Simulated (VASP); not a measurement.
Input of a VASP 6.6.1 run:

Contents of INCAR:

```
PREC = Accurate
ENCUT = 520
EDIFF = 1E-6
ISMEAR = -1
SIGMA = 0.05
LREAL = F
LASPH = T
NELM = 60
ALGO = Normal
ISIF = 2
LWAVE = F
LCHARG = F
GGA = PS
NBANDS = 24
```

Contents of KPOINTS:

```
regular mesh
0
Gamma
  10 10 10
```

POSCAR

```
LuPd
1.0
    3.4150000000      0.0000000000      0.0000000000
    0.0000000000      3.4150000000      0.0000000000
    0.0000000000      0.0000000000      3.4491500000
Lu Pd
1 1
Direct
    0.0000000000      0.0000000000      0.0000000000
    0.5000000000      0.5000000000      0.5000000000
```

Potentials or basis: VASP PAW PBE potentials, release 64 (Lu, Pd).

The run is started by

```bash
$ cat potpaw_PBE.64/Lu/POTCAR potpaw_PBE.64/Pd/POTCAR > POTCAR
$ mpirun -np 1 vasp_std > vasp.out
```

Q: Predict the pressure.

A: -3.0 GPa.

Stress tensor (GPa, compression positive):
```
-2.89  0.00  0.00
 0.00 -2.89  0.00
 0.00  0.00 -3.18
```

Caveat: the cell differs from its parent crystal (zz strain of +1 %); the PAW data sets were made with another functional, which shifts forces and pressure a little.
